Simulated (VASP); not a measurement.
# RbBr in VASP: a series of runs

RbBr is run at these levels: PBE; tasks: single point.

Program: VASP 6.6.1. These are calculated values, not measurements. Logs are shortened: lines on timing, memory, paths and dates and some standing lists are left out, and cuts for length are marked.

## (1) The cell of the first run

It takes space group R-3m (No. 166, trigonal). Conventional cell: a = 4.894 Å, b = 4.894 Å, c = 12.288 Å, α = 90.00°, β = 90.00°, γ = 120.00°. Rb (site symmetry -3m) has 6 Br at 3.49 Å within 4.6 Å. Br (site symmetry -3m) has 6 Rb at 3.49 Å within 4.6 Å.

## (2) Single point, PBE (strain along [111] +2.5%)

Input file INCAR:

```
SYSTEM = RbBr
PREC = Accurate ; ENCUT = 520
EDIFF = 1E-7 ; ISMEAR = 0
SIGMA = 0.01 ; LREAL = .FALSE.
LASPH = .TRUE. ; NELM = 60
ALGO = Normal ; ISIF = 2
LWAVE = .FALSE. ; LCHARG = .TRUE.
GGA = PE ; LELF = .TRUE.
LVHAR = .TRUE. ; NBANDS = 15
```

Input file KPOINTS:

```
Automatic mesh
0
G
  4 4 4
  0 0 0
```

Input file POSCAR:

```
RbBr
1.0
    0.0576804316      3.5185063249      3.5185063249
    3.5185063249      0.0576804316      3.5185063249
    3.5185063249      3.5185063249      0.0576804316
Rb Br
1 1
Direct
    0.0000000000      0.0000000000      0.0000000000
    0.5000000000      0.5000000000      0.5000000000
```

Potentials or basis: VASP PAW PBE potentials, release 64 (Rb_sv, Br).

Launch:

```bash
> cat potpaw_PBE.64/Rb_sv/POTCAR potpaw_PBE.64/Br/POTCAR > POTCAR
> mpirun -np 1 vasp_std > vasp.out
```

OUTCAR:

```text
SYSTEM = RbBr
   PREC = Accurate
   ENCUT = 520
   EDIFF = 1E-7
   ISMEAR = 0
   LREAL = .FALSE.
   LASPH = .TRUE.
   NELM = 60
   ISIF = 2
   GGA = PE

 ion  position               nearest neighbor table
   1  0.000  0.000  0.000-   2 3.49   2 3.49   2 3.49   2 3.49   2 3.49   2 3.49
   2  0.500  0.500  0.500-   1 3.49   1 3.49   1 3.49   1 3.49   1 3.49   1 3.49

  LATTYP: Found a trigonal (rhomboedric) cell.
 ALAT       =     4.9762536661
 COS(alpha) =     0.5163240629

  Lattice vectors:

 A1 = (   0.0576804316,   3.5185063249,   3.5185063249)
 A2 = (   3.5185063249,   0.0576804316,   3.5185063249)
 A3 = (   3.5185063249,   3.5185063249,   0.0576804316)

Analysis of symmetry for initial positions (statically):
=====================================================================
 Subroutine PRICEL returns:
 Original cell was already a primitive cell.

 Routine SETGRP: Setting up the symmetry group for a
 trigonal (rhombohedral) supercell.

 Subroutine GETGRP returns: Found 12 space group operations
 (whereof 12 operations were pure point group operations)
 out of a pool of 12 trial point group operations.

The static configuration has the point symmetry D_3d.

Analysis of symmetry for dynamics (positions and initial velocities):
=====================================================================
 Subroutine PRICEL returns:
 Original cell was already a primitive cell.

 Routine SETGRP: Setting up the symmetry group for a
 trigonal (rhombohedral) supercell.

 Subroutine GETGRP returns: Found 12 space group operations
 (whereof 12 operations were pure point group operations)
 out of a pool of 12 trial point group operations.

The dynamic configuration has the point symmetry D_3d.

 Subroutine INISYM returns: Found 12 space group operations
 (whereof 12 operations are pure point group operations),
 and found     1 'primitive' translations

----------------------------------------------------------------------------------------

                                     Primitive cell

  volume of cell :      84.9754

  direct lattice vectors                    reciprocal lattice vectors
     0.057680432  3.518506325  3.518506325    -0.145648772  0.143299598  0.143299598
     3.518506325  0.057680432  3.518506325     0.143299598 -0.145648772  0.143299598
     3.518506325  3.518506325  0.057680432     0.143299598  0.143299598 -0.145648772

  length of vectors
     4.976253666  4.976253666  4.976253666     0.249565852  0.249565852  0.249565852

  position of ions in fractional coordinates (direct lattice)
     0.000000000  0.000000000  0.000000000
     0.500000000  0.500000000  0.500000000

  ion indices of the primitive-cell ions
   primitive index   ion index
                 1           1
                 2           2

----------------------------------------------------------------------------------------

 KPOINTS: Automatic mesh

Automatic generation of k-mesh.
 Grid dimensions read from file:
 generate k-points for:    4    4    4

 Generating k-lattice:

  Cartesian coordinates                     Fractional coordinates (reciprocal lattice)
    -0.036412193  0.035824900  0.035824900     0.250000000  0.000000000  0.000000000
     0.035824900 -0.036412193  0.035824900     0.000000000  0.250000000  0.000000000
     0.035824900  0.035824900 -0.036412193     0.000000000  0.000000000  0.250000000

  Length of vectors
     0.062391463  0.062391463  0.062391463

  Shift w.r.t. Gamma in fractional coordinates (k-lattice)
     0.000000000  0.000000000  0.000000000

 Subroutine IBZKPT returns following result:
 ===========================================

 Found     13 irreducible k-points:

 Following reciprocal coordinates:
            Coordinates               Weight
  0.000000  0.000000  0.000000      1.000000
  0.250000  0.000000  0.000000      6.000000
  0.500000  0.000000  0.000000      3.000000
  0.250000  0.250000 -0.000000      6.000000
  0.500000  0.250000  0.000000     12.000000
 -0.250000  0.250000  0.000000      6.000000
  0.500000  0.500000 -0.000000      3.000000
  0.250000  0.250000  0.250000      2.000000
  0.500000  0.250000  0.250000      6.000000
 -0.250000  0.250000  0.250000      6.000000
  0.500000  0.500000  0.250000      6.000000
 -0.250000  0.500000  0.250000      6.000000
  0.500000  0.500000  0.500000      1.000000
   k-points           NKPTS =     13   k-points in BZ     NKDIM =     13   number of bands    NBANDS=     15
   number of dos      NEDOS =    301   number of ions     NIONS =      2
   total plane-waves  NPLWV =  64000
   dimension x,y,z NGX =    40 NGY =   40 NGZ =   40
   dimension x,y,z NGXF=    80 NGYF=   80 NGZF=   80
   ions per type =               1   1
   NGX,Y,Z   is equivalent  to a cutoff of  13.36, 13.36, 13.36 a.u.
   NGXF,Y,Z  is equivalent  to a cutoff of  26.73, 26.73, 26.73 a.u.
 SYSTEM =  RbBr
   PREC   = accura    normal or accurate (medium, high low for compatibility)
   ISTART =      0    job   : 0-new  1-cont  2-samecut
   ICHARG =      2    charge: 1-file 2-atom 10-const
   ISPIN  =      1    spin polarized calculation?
   LNONCOLLINEAR =      F non collinear calculations
   LSORBIT =      F    spin-orbit coupling
   LASPH  =      T    aspherical Exc in radial PAW
   ENCUT  =  520.0 eV  38.22 Ry    6.18 a.u.   9.25  9.25  9.25*2*pi/ulx,y,z
   NELM   =     60;   NELMIN=  2; NELMDL= -5     # of ELM steps
   EDIFF  = 0.1E-06   stopping-criterion for ELM
   LREAL  =      F    real-space projection
   EDIFFG = 0.1E-05   stopping-criterion for IOM
   NSW    =      0    number of steps for IOM
   IBRION =     -1    ionic relax: 0-MD 1-quasi-New 2-CG
   NFREE  =      0    steps in history (QN), initial steepest desc. (CG)
   ISIF   =      2    stress and relaxation
   ISYM   =      2    0-nonsym 1-usesym 2-fastsym
   POTIM  = 0.5000    time-step for ionic-motion
   TEBEG  =    0.0;   TEEND  =   0.0 temperature during run
   PSTRESS=    0.0 pullay stress
   NELECT =      16.0000    total number of electrons
   NUPDOWN=      -1.0000    fix difference up-down
   EMIN   =  10.00;   EMAX   =-10.00  energy-range for DOS
   EFERMI =   0.00;   METHOD = LEGACY
   ISMEAR =     0;   SIGMA  =   0.01  broadening in eV -4-tet -1-fermi 0-gaus
   EFERMI_NEDOS =   21; number of points for ismear=-14 and -15
   IALGO  =     38    algorithm
   IMIX   =      4    mixing-type and parameters
     AMIX     =   0.40;   BMIX     =  1.00
     AMIX_MAG =   1.60;   BMIX_MAG =  1.00
  volume/ion in A,a.u.               =      42.49       286.72
  Fermi-wavevector in a.u.,A,eV,Ry     =   0.938319  1.773166 11.979145  0.880442
  Thomas-Fermi vector in A             =   2.065519
   LORBIT       =      0    0 simple, 1 ext, 2 COOP (PROOUT), +10 PAW based schemes
   GGA     = PE    functional components
   LHFCALC =     F    Hartree Fock is set to
   AEXX    =    0.0000 exact exchange contribution
   IVDW    =     0    specifies the selected vdW correction
   LEPSILON=     F    determine dielectric tensor
   LRPA    =     F    only Hartree local field effects (RPA)
 non-spin polarized calculation
 Gauss-broadening in eV      SIGMA  =   0.01
  energy-cutoff  :      520.00
  volume of cell :       84.98
 maximum number of plane-waves:      2298
 NGX is ok and might be reduce to    40
   NGX = 19   NGY = 19   NGZ = 19

 number of electron      15.9999999 magnetization

 Free energy of the ion-electron system (eV)
  ---------------------------------------------------
  ext. energy  EPLUGINS =         0.00000000
  ---------------------------------------------------
  free energy    TOTEN  =        -6.11334672 eV

  energy without entropy =       -6.11334672  energy(sigma->0) =       -6.11334672

 E-fermi :  -1.8164     XC(G=0):  -7.0218

 val. band max:       -1.9340016260   @ k =   0.0000   0.0000   0.0000
 cond. band min:       2.2784523127   @ k =   0.0000   0.0000   0.0000
 fundamental gap:      4.2124539387
 Fermi energy:        -1.8163584788

 k-point     1 :       0.0000    0.0000    0.0000
  band No.  band energies     occupation
      1     -26.4817      2.00000
      2     -14.0771      2.00000
      3     -10.5542      2.00000
      4     -10.5542      2.00000
      5     -10.5531      2.00000
      6      -1.9733      2.00000
      7      -1.9340      2.00000
      8      -1.9340      2.00000
      9       2.2785      0.00000
     10       5.1937      0.00000
     11       5.3717      0.00000
     12       5.3717      0.00000
     13       6.1657      0.00000
     14       6.1657      0.00000
     15       8.9150      0.00000

 k-point     2 :       0.2500    0.0000    0.0000
  band No.  band energies     occupation
      1     -26.4781      2.00000
      2     -14.0916      2.00000
      3     -10.5593      2.00000
      4     -10.5566      2.00000
      5     -10.5387      2.00000
      6      -2.4519      2.00000
      7      -2.1348      2.00000
      8      -2.0965      2.00000
      9       3.4950      0.00000
     10       5.1670      0.00000
     11       5.9033      0.00000
     12       6.0674      0.00000
     13       6.9489      0.00000
     14       6.9746      0.00000
     15      10.1546      0.00000

 k-point     3 :       0.5000    0.0000    0.0000
  band No.  band energies     occupation
      1     -26.4745      2.00000
      2     -14.1059      2.00000
      3     -10.5643      2.00000
      4     -10.5598      2.00000
      5     -10.5237      2.00000
      6      -2.8457      2.00000
      7      -2.2880      2.00000
      8      -2.2467      2.00000
      9       4.7282      0.00000
     10       5.5953      0.00000
     11       7.3074      0.00000
     12       7.4788      0.00000
     13       7.9412      0.00000
     14       8.1012      0.00000
     15       8.5874      0.00000

 k-point     4 :       0.2500    0.2500   -0.0000
  band No.  band energies     occupation
      1     -26.4772      2.00000
      2     -14.0762      2.00000
      3     -10.5841      2.00000
      4     -10.5823      2.00000
      5     -10.5539      2.00000
      6      -2.4947      2.00000
      7      -2.0566      2.00000
      8      -2.0263      2.00000
      9       3.5873      0.00000
     10       4.3204      0.00000
     11       6.5893      0.00000
     12       6.6390      0.00000
     13       6.7549      0.00000
     14       7.4317      0.00000
     15       9.6552      0.00000
[... 109 lines left out ...]
 k-point    11 :       0.5000    0.5000    0.2500
  band No.  band energies     occupation
      1     -26.4741      2.00000
      2     -14.0727      2.00000
      3     -10.6268      2.00000
      4     -10.5855      2.00000
      5     -10.5636      2.00000
      6      -2.5620      2.00000
      7      -2.2633      2.00000
      8      -2.1561      2.00000
      9       4.4896      0.00000
     10       5.1247      0.00000
     11       6.8186      0.00000
     12       7.1304      0.00000
     13       7.5855      0.00000
     14       7.9370      0.00000
     15       8.6227      0.00000

 k-point    12 :      -0.2500    0.5000    0.2500
  band No.  band energies     occupation
      1     -26.4726      2.00000
      2     -14.0520      2.00000
      3     -10.6625      2.00000
      4     -10.6499      2.00000
      5     -10.5411      2.00000
      6      -2.3895      2.00000
      7      -2.2881      2.00000
      8      -2.2751      2.00000
      9       5.0735      0.00000
     10       5.0737      0.00000
     11       6.0881      0.00000
     12       6.4413      0.00000
     13       8.6761      0.00000
     14       8.7179      0.00000
     15       8.7765      0.00000

 k-point    13 :       0.5000    0.5000    0.5000
  band No.  band energies     occupation
      1     -26.4754      2.00000
      2     -14.1142      2.00000
      3     -10.5597      2.00000
      4     -10.5597      2.00000
      5     -10.5063      2.00000
      6      -2.8555      2.00000
      7      -2.2252      2.00000
      8      -2.2252      2.00000
      9       4.7162      0.00000
     10       5.4962      0.00000
     11       7.3204      0.00000
     12       7.3204      0.00000
     13       8.0974      0.00000
     14       8.0974      0.00000
     15       8.5273      0.00000

------------------------ aborting loop because EDIFF is reached ----------------------------------------

  FORCE on cell =-STRESS in cart. coord.  units (eV):
  Direction    XX          YY          ZZ          XY          YZ          ZX
  --------------------------------------------------------------------------------------
  -------------------------------------------------------------------------------------
  Total        0.1196747      0.1196747      0.1196747     -0.0376466     -0.0376466     -0.0376466
  in kB        2.2564198      2.2564198      2.2564198     -0.7098112     -0.7098112     -0.7098112
  external PRESSURE =       2.2564198 kB  Pullay stress =       0.0000000 kB

 VOLUME and BASIS-vectors are now :
 -----------------------------------------------------------------------------
  energy-cutoff  :      520.00
  volume of cell :       84.98
      direct lattice vectors                 reciprocal lattice vectors
     0.057680432  3.518506325  3.518506325    -0.145648772  0.143299598  0.143299598
     3.518506325  0.057680432  3.518506325     0.143299598 -0.145648772  0.143299598
     3.518506325  3.518506325  0.057680432     0.143299598  0.143299598 -0.145648772

 POSITION                                       TOTAL-FORCE (eV/Angst)
 -----------------------------------------------------------------------------------
      0.00000      0.00000      0.00000         0.000000      0.000000     -0.000000
      3.54735      3.54735      3.54735        -0.000000     -0.000000      0.000000
 -----------------------------------------------------------------------------------
    total drift:                                0.000000     -0.000000     -0.000000

  FREE ENERGIE OF THE ION-ELECTRON SYSTEM (eV)
  ---------------------------------------------------
  free  energy   TOTEN  =        -6.1133467170 eV

  energy  without entropy=       -6.1133467170  energy(sigma->0) =       -6.11334672
```

It took 41 s on 1 thread of Intel Xeon 8259CL, shared host; peak memory 0.24 GiB.

What came out:

```yaml
Free_energy: -6.1133 eV
Pressure: 0.2 GPa
Band_gap_on_the_k_mesh: 4.21 eV
```

Caveat: the cell differs from its parent crystal (strain along [111] +2.5%).

(Part 1 of 2 ends here.)
